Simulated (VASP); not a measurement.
# Ca2C (P6_3/mmc) in VASP: further runs

Ca2C is run at these levels: PBE; tasks: single point, relaxation of cell and atoms.

Everything below comes from runs of VASP 6.6.1. Logs are shortened: lines on timing, memory, paths and dates and some standing lists are left out, and cuts for length are marked.

### 1 The cell of the first run

Symmetry: P6_3/mmc, No. 194, hexagonal system. The conventional cell has a = 3.658 Å, b = 3.658 Å, c = 13.343 Å, α = 90.00°, β = 90.00°, γ = 120.00°. Ca (site symmetry 3m) has 3 C at 2.55 Å and 1 Ca at 2.87 Å within 3.4 Å. C (site symmetry -6m2) has 6 Ca at 2.55 Å within 3.4 Å.

### 2 Single point, PBE

INCAR

```
ALGO = Normal ; EDIFF = 1E-7
ENCUT = 520 ; GGA = PE
ISIF = 2 ; ISMEAR = 0
LASPH = T ; LCHARG = F
LREAL = F ; LWAVE = F
NBANDS = 33 ; NELM = 100
PREC = Accurate ; SIGMA = 0.1
```

KPOINTS

```
k-points
0
Gamma
  6 6 2
```

POSCAR

```
Ca2C
1.0
    3.6576413635      0.0000000000      0.0000000000
   -1.8288206817      3.1676103387      0.0000000000
    0.0000000000      0.0000000000     13.3433963058
Ca C
4 2
Direct
    0.3333333333      0.6666666667      0.6424751594
    0.6666666667      0.3333333333      0.1424751594
    0.3333333333      0.6666666667      0.8575248406
    0.6666666667      0.3333333333      0.3575248406
    0.3333333333      0.6666666667      0.2500000000
    0.6666666667      0.3333333333      0.7500000000
```

Potentials or basis: VASP PAW PBE potentials, release 64 (Ca_sv, C).

Launch:

```console
$ cat potpaw_PBE.64/Ca_sv/POTCAR potpaw_PBE.64/C/POTCAR > POTCAR
$ mpirun -np 1 vasp_std > vasp.out
```

OUTCAR:

```text
EDIFF = 1E-7
   ENCUT = 520
   GGA = PE
   ISIF = 2
   ISMEAR = 0
   LASPH = T
   LREAL = F
   NELM = 100
   PREC = Accurate

 ion  position               nearest neighbor table
   1  0.333  0.667  0.642-   6 2.55   6 2.55   6 2.55   3 2.87
   2  0.667  0.333  0.142-   5 2.55   5 2.55   5 2.55   4 2.87
   3  0.333  0.667  0.858-   6 2.55   6 2.55   6 2.55   1 2.87
   4  0.667  0.333  0.358-   5 2.55   5 2.55   5 2.55   2 2.87
   5  0.333  0.667  0.250-   2 2.55   4 2.55   2 2.55   4 2.55   2 2.55   4 2.55
   6  0.667  0.333  0.750-   1 2.55   3 2.55   1 2.55   3 2.55   1 2.55   3 2.55

  LATTYP: Found a hexagonal cell.
 ALAT       =     3.6576413635
 C/A-ratio  =     3.6480876553

  Lattice vectors:

 A1 = (   3.6576413635,   0.0000000000,   0.0000000000)
 A2 = (  -1.8288206817,   3.1676103387,   0.0000000000)
 A3 = (   0.0000000000,   0.0000000000,  13.3433963058)

Analysis of symmetry for initial positions (statically):
=====================================================================
 Subroutine PRICEL returns:
 Original cell was already a primitive cell.

 Routine SETGRP: Setting up the symmetry group for a
 hexagonal supercell.

 Subroutine GETGRP returns: Found 24 space group operations
 (whereof 12 operations were pure point group operations)
 out of a pool of 24 trial point group operations.

The static configuration has the point symmetry D_3d.
 The point group associated with its full space group is D_6h.

Analysis of symmetry for dynamics (positions and initial velocities):
=====================================================================
 Subroutine PRICEL returns:
 Original cell was already a primitive cell.

 Routine SETGRP: Setting up the symmetry group for a
 hexagonal supercell.

 Subroutine GETGRP returns: Found 24 space group operations
 (whereof 12 operations were pure point group operations)
 out of a pool of 24 trial point group operations.

The dynamic configuration has the point symmetry D_3d.
 The point group associated with its full space group is D_6h.

 Subroutine INISYM returns: Found 24 space group operations
 (whereof 12 operations are pure point group operations),
 and found     1 'primitive' translations

----------------------------------------------------------------------------------------

                                     Primitive cell

  volume of cell :     154.5964

  direct lattice vectors                    reciprocal lattice vectors
     3.657641363  0.000000000  0.000000000     0.273400233  0.157847698  0.000000000
    -1.828820682  3.167610339  0.000000000     0.000000000  0.315695396  0.000000000
     0.000000000  0.000000000 13.343396306     0.000000000  0.000000000  0.074943438

  length of vectors
     3.657641363  3.657641363 13.343396306     0.315695396  0.315695396  0.074943438

  position of ions in fractional coordinates (direct lattice)
     0.333333333  0.666666667  0.642475159
     0.666666667  0.333333333  0.142475159
     0.333333333  0.666666667  0.857524841
     0.666666667  0.333333333  0.357524841
     0.333333333  0.666666667  0.250000000
     0.666666667  0.333333333  0.750000000

  ion indices of the primitive-cell ions
   primitive index   ion index
                 1           1
                 2           2
                 3           3
                 4           4
                 5           5
                 6           6

----------------------------------------------------------------------------------------

 KPOINTS: k-points

Automatic generation of k-mesh.
 Grid dimensions read from file:
 generate k-points for:    6    6    2

 Generating k-lattice:

  Cartesian coordinates                     Fractional coordinates (reciprocal lattice)
     0.045566705  0.026307950  0.000000000     0.166666667  0.000000000  0.000000000
     0.000000000  0.052615899  0.000000000     0.000000000  0.166666667  0.000000000
     0.000000000  0.000000000  0.037471719     0.000000000  0.000000000  0.500000000

  Length of vectors
     0.052615899  0.052615899  0.037471719

  Shift w.r.t. Gamma in fractional coordinates (k-lattice)
     0.000000000  0.000000000  0.000000000

 Subroutine IBZKPT returns following result:
 ===========================================

 Found     14 irreducible k-points:

 Following reciprocal coordinates:
            Coordinates               Weight
  0.000000  0.000000  0.000000      1.000000
  0.166667  0.000000  0.000000      6.000000
  0.333333  0.000000  0.000000      6.000000
  0.500000  0.000000  0.000000      3.000000
  0.166667  0.166667  0.000000      6.000000
  0.333333  0.166667  0.000000     12.000000
  0.333333  0.333333  0.000000      2.000000
  0.000000  0.000000  0.500000      1.000000
  0.166667  0.000000  0.500000      6.000000
  0.333333  0.000000  0.500000      6.000000
  0.500000  0.000000  0.500000      3.000000
  0.166667  0.166667  0.500000      6.000000
  0.333333  0.166667  0.500000     12.000000
  0.333333  0.333333  0.500000      2.000000
   k-points           NKPTS =     14   k-points in BZ     NKDIM =     14   number of bands    NBANDS=     33
   number of dos      NEDOS =    301   number of ions     NIONS =      6
   total plane-waves  NPLWV =  78400
   dimension x,y,z NGX =    28 NGY =   28 NGZ =  100
   dimension x,y,z NGXF=    56 NGYF=   56 NGZF=  200
   ions per type =               4   2
   NGX,Y,Z   is equivalent  to a cutoff of  12.73, 12.73, 12.46 a.u.
   NGXF,Y,Z  is equivalent  to a cutoff of  25.45, 25.45, 24.92 a.u.
 SYSTEM =  unknown system
   PREC   = accura    normal or accurate (medium, high low for compatibility)
   ISTART =      0    job   : 0-new  1-cont  2-samecut
   ICHARG =      2    charge: 1-file 2-atom 10-const
   ISPIN  =      1    spin polarized calculation?
   LNONCOLLINEAR =      F non collinear calculations
   LSORBIT =      F    spin-orbit coupling
   LASPH  =      T    aspherical Exc in radial PAW
   ENCUT  =  520.0 eV  38.22 Ry    6.18 a.u.   6.80  6.80 24.81*2*pi/ulx,y,z
   NELM   =    100;   NELMIN=  2; NELMDL= -5     # of ELM steps
   EDIFF  = 0.1E-06   stopping-criterion for ELM
   LREAL  =      F    real-space projection
   EDIFFG = 0.1E-05   stopping-criterion for IOM
   NSW    =      0    number of steps for IOM
   IBRION =     -1    ionic relax: 0-MD 1-quasi-New 2-CG
   NFREE  =      0    steps in history (QN), initial steepest desc. (CG)
   ISIF   =      2    stress and relaxation
   ISYM   =      2    0-nonsym 1-usesym 2-fastsym
   POTIM  = 0.5000    time-step for ionic-motion
   TEBEG  =    0.0;   TEEND  =   0.0 temperature during run
   PSTRESS=    0.0 pullay stress
   NELECT =      48.0000    total number of electrons
   NUPDOWN=      -1.0000    fix difference up-down
   EMIN   =  10.00;   EMAX   =-10.00  energy-range for DOS
   EFERMI =   0.00;   METHOD = LEGACY
   ISMEAR =     0;   SIGMA  =   0.10  broadening in eV -4-tet -1-fermi 0-gaus
   EFERMI_NEDOS =   21; number of points for ismear=-14 and -15
   IALGO  =     38    algorithm
   IMIX   =      4    mixing-type and parameters
     AMIX     =   0.40;   BMIX     =  1.00
     AMIX_MAG =   1.60;   BMIX_MAG =  1.00
  volume/ion in A,a.u.               =      25.77       173.88
  Fermi-wavevector in a.u.,A,eV,Ry     =   1.108551  2.094857 16.719985  1.228884
  Thomas-Fermi vector in A             =   2.245079
   LORBIT       =      0    0 simple, 1 ext, 2 COOP (PROOUT), +10 PAW based schemes
   GGA     = PE    functional components
   LHFCALC =     F    Hartree Fock is set to
   AEXX    =    0.0000 exact exchange contribution
   IVDW    =     0    specifies the selected vdW correction
   LEPSILON=     F    determine dielectric tensor
   LRPA    =     F    only Hartree local field effects (RPA)
 non-spin polarized calculation
 Gauss-broadening in eV      SIGMA  =   0.10
  energy-cutoff  :      520.00
  volume of cell :      154.60
 maximum number of plane-waves:      4188
 NGX is ok and might be reduce to    28
   NGX = 13   NGY = 13   NGZ = 49

 number of electron      48.0000008 magnetization

 Free energy of the ion-electron system (eV)
  ---------------------------------------------------
  ext. energy  EPLUGINS =         0.00000000
  ---------------------------------------------------
  free energy    TOTEN  =       -22.73992364 eV

  energy without entropy =      -22.69111201  energy(sigma->0) =      -22.71551782

 E-fermi :   2.2959     XC(G=0):  -8.4810

 val. band max:        2.2602171010   @ k =   0.3333   0.0000   0.0000
 cond. band min:       2.2999455838   @ k =   0.3333   0.0000   0.5000
 fundamental gap:      0.0397284829
 Fermi energy:         2.2959336495

 k-point     1 :       0.0000    0.0000    0.0000
  band No.  band energies     occupation
      1     -38.1390      2.00000
      2     -38.1373      2.00000
      3     -38.0538      2.00000
      4     -38.0520      2.00000
      5     -19.5763      2.00000
      6     -19.5476      2.00000
[... 25 lines left out ...]
     32       6.2484      0.00000
     33       6.3011      0.00000

 k-point     2 :       0.1667    0.0000    0.0000
  band No.  band energies     occupation
      1     -38.1327      2.00000
      2     -38.1311      2.00000
      3     -38.0479      2.00000
      4     -38.0463      2.00000
      5     -19.5599      2.00000
      6     -19.5352      2.00000
[... 25 lines left out ...]
     32       5.9996      0.00000
     33       6.2194      0.00000

 k-point     3 :       0.3333    0.0000    0.0000
  band No.  band energies     occupation
      1     -38.1198      2.00000
      2     -38.1188      2.00000
      3     -38.0360      2.00000
      4     -38.0350      2.00000
      5     -19.5254      2.00000
      6     -19.5104      2.00000
[... 25 lines left out ...]
     32       5.6859      0.00000
     33       5.9121      0.00000

 k-point     4 :       0.5000    0.0000    0.0000
  band No.  band energies     occupation
      1     -38.1132      2.00000
      2     -38.1127      2.00000
      3     -38.0300      2.00000
      4     -38.0294      2.00000
      5     -19.5060      2.00000
      6     -19.4979      2.00000
[... 25 lines left out ...]
     32       5.5112      0.00000
     33       6.1181      0.00000

 k-point     5 :       0.1667    0.1667    0.0000
  band No.  band energies     occupation
      1     -38.1230      2.00000
      2     -38.1219      2.00000
      3     -38.0390      2.00000
      4     -38.0378      2.00000
      5     -19.5344      2.00000
      6     -19.5166      2.00000
[... 244 lines left out ...]
 k-point    12 :       0.1667    0.1667    0.5000
  band No.  band energies     occupation
      1     -38.1224      2.00000
      2     -38.1224      2.00000
      3     -38.0384      2.00000
      4     -38.0384      2.00000
      5     -19.5256      2.00000
      6     -19.5256      2.00000
[... 25 lines left out ...]
     32       5.3551      0.00000
     33       6.3211      0.00000

 k-point    13 :       0.3333    0.1667    0.5000
  band No.  band energies     occupation
      1     -38.1130      2.00000
      2     -38.1130      2.00000
      3     -38.0297      2.00000
      4     -38.0297      2.00000
      5     -19.5022      2.00000
      6     -19.5022      2.00000
[... 25 lines left out ...]
     32       5.1976      0.00000
     33       6.5137      0.00000

 k-point    14 :       0.3333    0.3333    0.5000
  band No.  band energies     occupation
      1     -38.1098      2.00000
      2     -38.1098      2.00000
      3     -38.0268      2.00000
      4     -38.0268      2.00000
      5     -19.4942      2.00000
      6     -19.4942      2.00000
[... 25 lines left out ...]
     32       5.1772      0.00000
     33       6.5996      0.00000

------------------------ aborting loop because EDIFF is reached ----------------------------------------

  FORCE on cell =-STRESS in cart. coord.  units (eV):
  Direction    XX          YY          ZZ          XY          YZ          ZX
  --------------------------------------------------------------------------------------
  -------------------------------------------------------------------------------------
  Total        0.2253143      0.2253143      0.3839565      0.0000000     -0.0000000      0.0000000
  in kB        2.3350710      2.3350710      3.9791781      0.0000000     -0.0000000      0.0000000
  external PRESSURE =       2.8831067 kB  Pullay stress =       0.0000000 kB

 VOLUME and BASIS-vectors are now :
 -----------------------------------------------------------------------------
  energy-cutoff  :      520.00
  volume of cell :      154.60
      direct lattice vectors                 reciprocal lattice vectors
     3.657641363  0.000000000  0.000000000     0.273400233  0.157847698  0.000000000
    -1.828820682  3.167610339  0.000000000     0.000000000  0.315695396  0.000000000
     0.000000000  0.000000000 13.343396306     0.000000000  0.000000000  0.074943438

 POSITION                                       TOTAL-FORCE (eV/Angst)
 -----------------------------------------------------------------------------------
     -0.00000      2.11174      8.57280        -0.000000     -0.000000     -0.056279
      1.82882      1.05587      1.90110         0.000000      0.000000     -0.056279
     -0.00000      2.11174     11.44229        -0.000000     -0.000000      0.056279
      1.82882      1.05587      4.77060        -0.000000      0.000000      0.056279
     -0.00000      2.11174      3.33585         0.000000     -0.000000     -0.000000
      1.82882      1.05587     10.00755        -0.000000      0.000000     -0.000000
 -----------------------------------------------------------------------------------
    total drift:                               -0.000000      0.000000     -0.000000

  FREE ENERGIE OF THE ION-ELECTRON SYSTEM (eV)
  ---------------------------------------------------
  free  energy   TOTEN  =       -22.7399236417 eV

  energy  without entropy=      -22.6911120070  energy(sigma->0) =      -22.71551782
```

It took 4 min on 1 thread of Intel Xeon 8259CL, shared host; peak memory 0.28 GiB.

What came out:

| Quantity | Value |
| --- | --- |
| Free energy | -22.7399 eV |
| Pressure | 0.3 GPa |
| Largest force | 0.056 eV/Å |
| Band gap on the k mesh | zero (bands 24 and 25 overlap by 0.14 eV) |

Forces on the atoms (eV/Å):
```
Ca   0.000  0.000 -0.056
Ca   0.000  0.000 -0.056
Ca   0.000  0.000  0.056
Ca   0.000  0.000  0.056
C    0.000  0.000  0.000
C    0.000  0.000  0.000
```

Stress tensor (GPa, compression positive):
```
0.23 0.00 0.00
0.00 0.23 0.00
0.00 0.00 0.40
```

Caveat: semilocal functionals underestimate gaps, and a narrow one can read as zero.

### 3 Relaxation of cell and atoms, PBE

This run uses another cell than the first one, of 20.04 Å³/atom.

INCAR

```
PREC     = Accurate       # precision mode
ENCUT    = 600            # plane-wave cutoff, eV
EDIFF    = 1E-7           # SCF threshold, eV
ISMEAR   = 0              # smearing method
SIGMA    = 0.1            # smearing width, eV
LREAL    = F              # projectors in reciprocal space
LASPH    = T              # aspherical terms in the spheres
NELM     = 100            # most SCF steps
ALGO     = Normal         # electronic algorithm
ISIF     = 3              # what is computed and relaxed
LWAVE    = F              # write WAVECAR
LCHARG   = F              # write CHGCAR
GGA      = PE             # functional
IBRION   = 2              # ionic algorithm
NSW      = 90             # ionic steps
EDIFFG   = -0.04          # ionic threshold
```

KPOINTS

```
regular mesh
0
Gamma
  6 6 2
```

POSCAR

```
Ca2C
1.0
    3.2925604692      0.0000000000      0.0000000000
   -1.6462802346      2.8514410098      0.0000000000
    0.0000000000      0.0000000000     12.8067100466
Ca C
4 2
Direct
    0.3333333333      0.6666666667      0.6275000000
    0.6666666667      0.3333333333      0.1275000000
    0.3333333333      0.6666666667      0.8725000000
    0.6666666667      0.3333333333      0.3725000000
    0.3333333333      0.6666666667      0.2500000000
    0.6666666667      0.3333333333      0.7500000000
```

Potentials or basis: VASP PAW PBE potentials, release 64 (Ca_sv, C).

Launch:

```console
$ cat potpaw_PBE.64/Ca_sv/POTCAR potpaw_PBE.64/C/POTCAR > POTCAR
$ mpirun -np 1 vasp_std > vasp.out
```

It took 18 min on 1 thread of Intel Xeon 8259CL, shared host; peak memory 0.31 GiB.

The run converged. Its results:

* Free energy: -22.7321 eV
* Relaxed volume: 25.98 Å³/atom
* Relaxed cell: a = 3.665 Å, b = 3.665 Å, c = 13.401 Å, α = 90.00°, β = 90.00°, γ = 120.00°
* Space group after relaxing (to 0.1 Å): P6_3/mmc (No. 194)
* Energy gained by relaxing: 196.8 meV/atom
* Ionic steps: 10
* Pressure after relaxing: 0.0 GPa
* Largest force after relaxing: 0.026 eV/Å
* Band gap on the k mesh: zero (bands 24 and 25 overlap by 0.14 eV)

Forces in eV/Å, atoms in the order of the input:
```
Ca   0.000  0.000 -0.026
Ca   0.000  0.000 -0.026
Ca   0.000  0.000  0.026
Ca   0.000  0.000  0.026
C    0.000  0.000  0.000
C    0.000  0.000  0.000
```

Stress tensor (GPa, compression positive):
```
-0.06  0.00  0.00
 0.00 -0.06  0.00
 0.00  0.00  0.09
```

Step by step:
```tsv
step	energy change (eV)	largest force (eV/Å)	pressure (GPa)	volume (Å³)
1	0.0000	0.5022	10.15	120.24
2	-0.8797	0.8763	0.29	143.61
3	-0.8992	0.9290	-1.12	149.02
4	-1.0683	0.5688	-0.43	149.40
5	-1.1448	0.0503	0.49	149.79
6	-1.1455	0.1010	0.41	149.76
7	-1.1594	0.0883	0.14	151.57
8	-1.1748	0.0632	-0.58	157.03
9	-1.1803	0.0484	0.13	155.61
10	-1.1807	0.0262	-0.01	155.89
```

Final structure:
```
Ca C
1.0
     3.66495    0.00000    0.00000
    -1.83248    3.17394    0.00000
     0.00000    0.00000   13.40112
Ca C
4 2
Direct
  0.33333 0.66667 0.64263
  0.66667 0.33333 0.14263
  0.33333 0.66667 0.85737
  0.66667 0.33333 0.35737
  0.33333 0.66667 0.25000
  0.66667 0.33333 0.75000
```

Levels at points of the mesh, in eV from the Fermi level:
```
           k point  band 21  band 22  band 23  band 24  band 25  band 26  band 27  band 28
(0.00, 0.00, 0.00)    -1.92    -0.06     0.10     0.10     0.12     0.12     1.26     2.25
(0.50, 0.00, 0.00)    -0.95    -0.81    -0.12    -0.10     0.57     0.57     1.25     1.56
(0.00, 0.00, 0.50)    -0.91    -0.91     0.11     0.11     0.11     0.11     1.88     1.88
(0.50, 0.00, 0.50)    -0.88    -0.88    -0.11    -0.11     0.56     0.56     1.42     1.42
```

Caveat: the k points lie up to 0.33 Å⁻¹ apart in the final cell; the volume moved by over 15 % at a fixed basis, so the end points are rough; semilocal functionals underestimate gaps, and a narrow one can read as zero.

The gap in the log of VASP goes by the Fermi energy; the results here count the filled bands.